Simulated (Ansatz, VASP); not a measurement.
# SiC in VASP and in Ansatz

```
CELL_PARAMETERS angstrom
0.00000 2.22870 2.22870
2.22870 0.00000 2.22870
2.22870 2.22870 0.00000
ATOMIC_POSITIONS crystal
Si 0.00000 0.00000 0.00000
C 0.25000 0.25000 0.25000
```

Alike in both runs: task single point; functional PBE; k mesh 7 × 7 × 7; no spin polarisation.

```csv
,VASP,Ansatz
version,VASP 6.6.1,Ansatz 0.2.0
potentials or method,"VASP PAW PBE potentials, release 64 (Si, C), cutoff 520 eV","plane waves, PAW"
occupations,"fermi-dirac, width 0.1 eV",fermi-dirac
valence electrons in the cell,8,8
```

```tsv
	VASP	Ansatz	Ansatz less VASP
pressure (GPa)	-10.1	-10.1	+0.02
```
